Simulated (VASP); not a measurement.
Set up this calculation in VASP 6.6.1, as the native input.

```yaml
Task: single point
Functional: PBE
Potentials_or_basis: VASP PAW PBE potentials, release 64 (C)
Cutoff: 600 eV
k_mesh: 1 × 1 × 1
Occupations: gaussian, width 0.01 eV
Spin: no spin polarisation
Dipole_correction: no
Further_INCAR_settings: ALGO = Normal; EDIFF = 1e-06; NBANDS = 46
```

The structure of C lies in POSCAR:

```
C
1.0
    0.0000000000      3.6596905211      3.6596905211
    3.6596905211      0.0000000000      3.6596905211
    3.6596905211      3.6596905211      0.0000000000
C
16
Direct
    0.0000000000      0.0000000000      0.0000000000
    0.1250000000      0.1250000000      0.1250000000
    0.0000000000      0.0000000000      0.5000000000
    0.1250000000      0.1250000000      0.6250000000
    0.0000000000      0.5000000000      0.0000000000
    0.1250000000      0.6250000000      0.1250000000
    0.0000000000      0.5000000000      0.5000000000
    0.1250000000      0.6250000000      0.6250000000
    0.5000000000      0.0000000000      0.0000000000
    0.6250000000      0.1250000000      0.1250000000
    0.5000000000      0.0000000000      0.5000000000
    0.6250000000      0.1250000000      0.6250000000
    0.5000000000      0.5000000000      0.0000000000
    0.6250000000      0.6250000000      0.1250000000
    0.5000000000      0.5000000000      0.5000000000
    0.6250000000      0.6250000000      0.6250000000
```

One way to write it, as run:

INCAR

```
SYSTEM = C
  PREC = Accurate
  ENCUT = 600
  EDIFF = 1E-6
  ISMEAR = 0
  SIGMA = 0.01
  LREAL = .False.
  LASPH = .True.
  NELM = 120
  ALGO = Normal
  ISIF = 2
  LWAVE = .False.
  LCHARG = .True.
  GGA = PE
  LELF = .True.
  LVHAR = .True.
  NBANDS = 46
  GGA_COMPAT = .False.
```

KPOINTS

```
regular mesh
0
Gamma
  1 1 1
  0 0 0
```

Potentials or basis: VASP PAW PBE potentials, release 64 (C).

The run is started by

```console
$ cat potpaw_PBE.64/C/POTCAR > POTCAR
$ mpirun -np 1 vasp_gam > vasp.out
```

Results of the run:

```yaml
Pressure: -1.1 GPa
Band_gap_on_the_k_mesh: 4.42 eV
```

Caveat: the k points lie up to 1.49 Å⁻¹ apart.

Wall time 9.7 s on 1 thread of AMD EPYC 7R13 Processor (Zen 3) (shared host), peak memory 0.19 GiB.
